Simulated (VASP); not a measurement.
# CuO in VASP: further runs, part 2 of 2

VASP 6.6.1.

## (5) Single point, PBE

This run uses another cell than the first one, of 10.03 Å³/atom.

The input, INCAR:

```
ALGO = Normal ; EDIFF = 1E-6
ENCUT = 820 ; GGA = PE
GGA_COMPAT = F ; ISIF = 2
ISMEAR = 0 ; LASPH = T
LCHARG = T ; LELF = T
LREAL = F ; LVHAR = T
LWAVE = F ; NBANDS = 33
NELM = 120 ; PREC = Accurate
SIGMA = 0.1
```

The input, KPOINTS:

```
k-points
0
Gamma
  6 6 4
```

The input, POSCAR:

```
CuO
1.0
    2.3404404522     -1.7107783127     -0.0229301573
    2.3197430003      1.6824555157     -0.0101368612
   -0.8908838133      0.0240860588      5.0786274137
Cu O
2 2
Direct
   -0.0082652229      0.4939545091     -0.0055067082
    0.4909130835     -0.0195801087      0.4987901057
    0.5733962104      0.3983939412      0.2576963426
    0.3918683292      0.5610426818      0.7397132466
```

Potentials or basis: VASP PAW PBE potentials, release 64 (Cu_sv_GW, O).

Run with:

```console
$ cat potpaw_PBE.64/Cu_sv_GW/POTCAR potpaw_PBE.64/O/POTCAR > POTCAR
$ mpirun -np 1 vasp_std > vasp.out
```

OUTCAR:

```text
EDIFF = 1E-6
   ENCUT = 820
   GGA = PE
   ISIF = 2
   ISMEAR = 0
   LASPH = T
   LREAL = F
   NELM = 120
   PREC = Accurate

 ion  position               nearest neighbor table
   1  0.992  0.494  0.994-   4 1.94   3 1.97   4 1.99   3 2.05
   2  0.491  0.980  0.499-   4 1.90   3 1.91   3 1.93   4 1.95
   3  0.573  0.398  0.258-   2 1.91   2 1.93   1 1.97   1 2.05
   4  0.392  0.561  0.740-   2 1.90   1 1.94   2 1.95   1 1.99

  LATTYP: Found a triclinic cell.
 ALAT       =     2.8991291343
 B/A-ratio  =     1.1704622010
 C/A-ratio  =     2.1723905589
 COS(alpha) =     0.0013027671
 COS(beta)  =     0.4772141659
 COS(gamma) =     0.5950394553

  Lattice vectors:

 A1 = (  -2.3404404522,   1.7107783127,   0.0229301573)
 A2 = (  -0.0206974519,   3.3932338284,   0.0127932961)
 A3 = (  -3.7692996392,   0.0042367382,  -5.0455603952)

Analysis of symmetry for initial positions (statically):
=====================================================================
 Subroutine PRICEL returns:
 Original cell was already a primitive cell.
[... 171 lines left out ...]

  energy without entropy =      -19.60829360  energy(sigma->0) =      -19.61488272

 E-fermi :   5.8618     XC(G=0): -12.3587

 val. band max:        5.8555499121   @ k =  -0.0000  -0.3333   0.2500
 cond. band min:       5.8641979064   @ k =  -0.1667   0.3333   0.5000
 fundamental gap:      0.0086479943
 Fermi energy:         5.8618125567

 k-point     1 :       0.0000    0.0000    0.0000
  band No.  band energies     occupation
      1    -106.9045      2.00000
      2    -106.5850      2.00000
      3     -64.4726      2.00000
      4     -64.4134      2.00000
      5     -64.0928      2.00000
      6     -64.0579      2.00000
[... 853 lines left out ...]
     32      19.1646      0.00000
     33      21.2168      0.00000

 [... further k-points ...]

------------------------ aborting loop because EDIFF is reached ----------------------------------------

  FORCE on cell =-STRESS in cart. coord.  units (eV):
  Direction    XX          YY          ZZ          XY          YZ          ZX
  --------------------------------------------------------------------------------------
  -------------------------------------------------------------------------------------
  Total        1.6325926      1.8714426      1.1757805      0.4544748      0.5505186     -0.1811070
  in kB       65.2256187     74.7681951     46.9749823     18.1572567     21.9944123     -7.2356177
  external PRESSURE =      62.3229320 kB  Pullay stress =       0.0000000 kB

 VOLUME and BASIS-vectors are now :
 -----------------------------------------------------------------------------
  energy-cutoff  :      820.00
  volume of cell :       40.10
      direct lattice vectors                 reciprocal lattice vectors
     2.340440452 -1.710778313 -0.022930157     0.213074834 -0.293550617  0.038769412
     2.319743000  1.682455516 -0.010136861     0.216641816  0.295887568  0.036599637
    -0.890883813  0.024086059  5.078627414     0.001394453 -0.000734803  0.197151693

 POSITION                                       TOTAL-FORCE (eV/Angst)
 -----------------------------------------------------------------------------------
      2.58097     -0.84163      5.02291        -0.429897      0.138799      0.355339
      2.97891      0.82168      2.51197        -0.130759     -0.033167     -0.048510
      2.03659     -0.30447      1.29156         0.227768      0.174258     -0.725588
      1.55962      0.29135      3.74206         0.332888     -0.279891      0.418759
 -----------------------------------------------------------------------------------
    total drift:                                0.000549     -0.000915     -0.001258

  FREE ENERGIE OF THE ION-ELECTRON SYSTEM (eV)
  ---------------------------------------------------
  free  energy   TOTEN  =       -19.6214718365 eV

  energy  without entropy=      -19.6082935996  energy(sigma->0) =      -19.61488272
```

Wall time 1.8 min (1 thread of Intel Xeon 6975P-C (Granite Rapids), shared host); peak memory 0.33 GiB.

Results:

* Free energy: -19.6215 eV
* Pressure: 6.2 GPa
* Largest force: 0.780 eV/Å
* Band gap on the k mesh: zero (bands 25 and 26 overlap by 0.53 eV)

Forces in eV/Å, atoms in the order of the input:
```
Cu  -0.430  0.139  0.355
Cu  -0.131 -0.033 -0.049
O    0.228  0.174 -0.726
O    0.333 -0.280  0.419
```

Stress tensor (GPa, compression positive):
```
 6.52  1.82 -0.72
 1.82  7.48  2.20
-0.72  2.20  4.70
```

Caveat: the k points lie up to 0.39 Å⁻¹ apart, too coarse for converged energies and pressures of a metal; semilocal functionals often make such compounds metallic where correlation or magnetic order opens a gap, which also shifts bond lengths. With open d or f shells a metallic result of PBE can be an artefact of self-interaction; +U or a hybrid may open a gap.

## (6) Overview

| potentials or basis | cell | k mesh | cutoff (eV) | smearing | gap on the mesh (eV) | pressure (GPa) | largest force (eV/Å) |
| --- | --- | --- | --- | --- | --- | --- | --- |
| VASP PAW PBE potentials, release 64 (Cu, O) | a = 2.904, b = 2.904, c = 5.132 Å, angles 97.8, 97.8, 72.3°, 4 atoms, atomic positions A | 16 × 16 × 8 | 520 | gaussian 0.01 eV | none | 6.4 | 0.79 |
| VASP PAW PBE potentials, release 64 (Cu, O) | a = 2.904, b = 2.904, c = 5.132 Å, angles 97.8, 97.8, 72.3°, 4 atoms, atomic positions A | 16 × 16 × 8 | 520 | gaussian 0.05 eV | none | 6.4 | 0.79 |
| VASP PAW PBE potentials, release 64 (Cu_sv_GW, O) | a = 2.904, b = 2.904, c = 5.132 Å, angles 97.8, 97.8, 72.3°, 4 atoms, atomic positions A | 6 × 6 × 4 | 820 | gaussian 0.1 eV | none | 4.8 | 0.76 |
| VASP PAW PBE potentials, release 64 (Cu_sv_GW, O) | a = 2.899, b = 2.866, c = 5.156 Å, angles 98.1, 98.6, 72.1°, 4 atoms, atomic positions B | 6 × 6 × 4 | 820 | gaussian 0.1 eV | none | 6.2 | 0.78 |

Alike in all rows: task single point; level PBE; no spin polarisation.

Caveats: some runs use coarse meshes; semilocal functionals often make such compounds metallic where correlation or magnetic order opens a gap, which also shifts bond lengths; the cell stands under pressure (at least some runs).

Total energies depend on the potentials used, so only differences within one code and one set of settings carry meaning.
